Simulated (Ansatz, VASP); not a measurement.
# MgO in VASP and in Ansatz

File INCAR:

```
ALGO = Normal ; EDIFF = 1E-6
ENCUT = 520 ; GGA = PE
ISIF = 2 ; ISMEAR = 0
LASPH = T ; LCHARG = F
LREAL = F ; LWAVE = F
NBANDS = 26 ; NELM = 60
PREC = Accurate ; SIGMA = 0.05
```

Contents of KPOINTS:

```
k-points
0
Gamma
  9 9 2
```

POSCAR

```
MgO
1.0
    3.2805263433      0.0000000000      0.0000000000
   -1.6402631717      2.8410191511      0.0000000000
    0.0000000000      0.0000000000     10.5138967343
Mg O
4 4
Direct
    0.2752555833      0.5505111667      0.9694906392
    0.0404938367      0.0809876733      0.2208211786
   -0.0404938367     -0.0809876733      0.7208211786
    0.7247444167      0.4494888333      0.4694906392
    0.2895301274      0.5790602547      0.7800420079
    0.0531299620      0.1062599239      0.5296443544
   -0.0531299620     -0.1062599239      0.0296443544
    0.7104698726      0.4209397453      0.2800420079
```

Input for Ansatz:

```yaml
crystal:
  lattice:
    - [3.2805263433, 0.0, 0.0]
    - [-1.6402631717, 2.8410191511, 0.0]
    - [0.0, 0.0, 10.5138967343]
  atoms:
    - { symbol: Mg, position: [0.2752555833, 0.5505111667, 0.9694906392] }
    - { symbol: Mg, position: [0.0404938367, 0.0809876733, 0.2208211786] }
    - { symbol: Mg, position: [-0.0404938367, -0.0809876733, 0.7208211786] }
    - { symbol: Mg, position: [0.7247444167, 0.4494888333, 0.4694906392] }
    - { symbol: O, position: [0.2895301274, 0.5790602547, 0.7800420079] }
    - { symbol: O, position: [0.053129962, 0.1062599239, 0.5296443544] }
    - { symbol: O, position: [-0.053129962, -0.1062599239, 0.0296443544] }
    - { symbol: O, position: [0.7104698726, 0.4209397453, 0.2800420079] }
basis:
  ecutwfc: 520.0
kpoints:
  mp_grid: { grid: [9, 9, 2] }
hamiltonian:
  xc: pbe
  pseudopotentials: { kind: paw, azcp: { folder: soft_1 } }
scf:
  occupations: { method: gaussian, width: 0.05 }
output:
  forces: true
  stress: true
  eigenvalues: true
```

Change from the starting cell: mode 4 frozen in at +0.000 Å and mode 5 at -0.330 Å (largest displacements).

Alike in both runs: task single point; functional PBE; k mesh 9 × 9 × 2; occupations gaussian, width 0.05 eV; no spin polarisation.

```csv
,VASP,Ansatz
version,VASP 6.6.1,Ansatz 0.2.0
potentials or method,"VASP PAW PBE potentials, release 64 (Mg, O), cutoff 520 eV","scalar-relativistic, plane waves, PAW"
valence electrons in the cell,32,64
```

|  | VASP | Ansatz | Ansatz less VASP |
| --- | --- | --- | --- |
| gap on the k mesh at the Fermi level (eV) | 3.12 | 3.14 | +0.021 |
| least direct gap on the mesh (eV) | 3.12 | 3.14 | +0.021 |
| pressure (GPa) | -1.0 | -0.6 | +0.43 |
| traceless stress, the component that is largest in VASP (GPa) | -2.62 | -2.58 | +0.038 |
| rms of the force components (eV/Å) | 0.221 | 0.218 | -0.0027 |

Atom by atom the forces differ by 0.003 eV/Å (rms over components). The functional is the same, so the differences come from potentials, cutoffs and numerics. VASP's potentials hold 32 valence electrons a cell and Ansatz's 64, so a difference there can come from the potentials and not from the codes.
